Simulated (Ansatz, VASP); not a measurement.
## Pd: VASP beside Ansatz

The input INCAR:

```
  ALGO = Normal
  EDIFF = 1E-6
  ENCUT = 500
  GGA = RE
  GGA_COMPAT = F
  ISIF = 2
  ISMEAR = -1
  LASPH = T
  LCHARG = T
  LMAXMIX = 4
  LORBIT = 11
  LORBMOM = T
  LREAL = F
  LSORBIT = T
  LVHAR = T
  LWAVE = F
  MAGMOM = 0 0 0
  NBANDS = 21
  NELM = 200
  PREC = Accurate
  SIGMA = 0.1
```

KPOINTS

```
k-points
0
Gamma
  14 14 14
```

The input POSCAR:

```
Pd
1.0
    0.0000000000      1.9869669267      1.9869669267
    1.9869669267      0.0000000000      1.9869669267
    1.9869669267      1.9869669267      0.0000000000
Pd
1
Direct
    0.0000000000      0.0000000000      0.0000000000
```

Input for Ansatz:

```yaml
crystal:
  lattice:
    - [0.0, 1.9869669267, 1.9869669267]
    - [1.9869669267, 0.0, 1.9869669267]
    - [1.9869669267, 1.9869669267, 0.0]
  atoms:
    - { symbol: Pd, position: [0.0, 0.0, 0.0] }
hamiltonian:
  xc: revpbe
  pseudopotentials:
    kind: paw_fr
    azcp:
      Pd: "pseudopotentials/Pd.paw.azcp"
basis:
  ecutwfc: 420
  fft_grid_basis: typed
kpoints:
  mp_grid: { grid: [14, 14, 14], shift: [0, 0, 0] }
magnetization:
  noncollinear: true
  spin_orbit: true
scf:
  occupations: { method: fermi_dirac, width: 0.1 }
```

Alike in both runs: task single point; functional revPBE; k mesh 14 × 14 × 14; occupations fermi-dirac, width 0.1 eV; non-collinear spin, spin-orbit coupling.

```csv
,VASP,Ansatz
version,VASP 6.6.1,Ansatz 0.2.0
potentials or method,"VASP PAW PBE potentials, release 64 (Pd), cutoff 500 eV","plane waves (420 eV) with PAW, fully relativistic with spin-orbit coupling"
valence electrons in the cell,10,18
```

|  | VASP | Ansatz | Ansatz less VASP |
| --- | --- | --- | --- |
| net moment per atom (μB) | 0.00 | 0.00 | 0.000 |

VASP's potentials were made for PBE, not for revPBE. VASP's potentials hold 10 valence electrons a cell and Ansatz's 18, so a difference there can come from the potentials and not from the codes.
